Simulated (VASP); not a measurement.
# Mg4TlF3: relaxation of cell and atoms with PBE

Crystal: Mg4TlF3.

```
Mg Tl F
1.0
     5.22743    0.00000    0.00000
     0.00000    5.22743    0.00000
     0.00000    0.00000    5.22743
Mg Tl F
4 1 3
Direct
  0.50000 0.00000 0.00000
  0.50000 0.50000 0.50000
  0.00000 0.00000 0.50000
  0.00000 0.50000 0.00000
  0.00000 0.00000 0.00000
  0.00000 0.50000 0.50000
  0.50000 0.00000 0.50000
  0.50000 0.50000 0.00000
```

| Property | Result |
| --- | --- |
| Program | VASP 6.6.1 |
| Task | relaxation of cell and atoms |
| Functional | PBE |
| Potentials or basis | VASP PAW PBE potentials, release 64 (Mg, Tl_d, F) |
| Cutoff | 600 eV |
| k mesh | 8 × 8 × 8 |
| Occupations | gaussian, width 0.1 eV |
| Spin | no spin polarisation |
| Dipole correction | no |
| Further INCAR settings | ALGO = Normal; EDIFF = 1e-06; IBRION = 2; EDIFFG = -0.01; NSW = 100; ISIF = 3 |

The relaxed volume is 17.78 Å³/atom and the relaxed cell is a = 5.220 Å, b = 5.220 Å, c = 5.220 Å, α = 90.00°, β = 90.00°, γ = 90.00°. The space group after relaxing (to 0.05 Å) is Pm-3m (No. 221) and the energy gained by relaxing is 0.1 meV/atom. The ionic steps are 2, the pressure after relaxing is -0.1 GPa and the band gap on the k mesh is zero (band 21 reaches 3.68 eV, above the bottom of band 22 at 3.66 eV).

The path:
| step | energy change (eV) | largest force (eV/Å) | pressure (GPa) | volume (Å³) |
| --- | --- | --- | --- | --- |
| 1 | 0.0000 | 0.0000 | -0.27 | 142.85 |
| 2 | -0.0007 | 0.0000 | -0.05 | 142.22 |

Final structure:
```xyz
8
Lattice="5.2198 0.0000 0.0000 0.0000 5.2198 0.0000 0.0000 0.0000 5.2198" Properties=species:S:1:pos:R:3 pbc="T T T"
Mg    2.6099    0.0000    0.0000
Mg    2.6099    2.6099    2.6099
Mg    0.0000    0.0000    2.6099
Mg    0.0000    2.6099    0.0000
Tl    0.0000    0.0000    0.0000
F     0.0000    2.6099    2.6099
F     2.6099    0.0000    2.6099
F     2.6099    2.6099    0.0000
```

Levels at points of the mesh, in eV from the Fermi level:
```
           k point  band 19  band 20  band 21  band 22  band 23  band 24
(0.00, 0.00, 0.00)    -1.29    -0.03    -0.03    -0.03     1.99     1.99
(0.50, 0.00, 0.00)    -2.82    -0.15    -0.15     0.76     1.81     2.96
(0.50, 0.50, 0.00)    -1.82    -1.82    -0.22     0.05     3.53     3.68
(0.50, 0.50, 0.50)    -0.95    -0.95    -0.95     1.11     1.11     1.11
```

Run time: 6.2 min on 1 thread of Intel Xeon 8259CL, on a shared host, peak memory 0.37 GiB.

Caveat: spin-orbit coupling is left out, which moves the levels of the heavy elements.
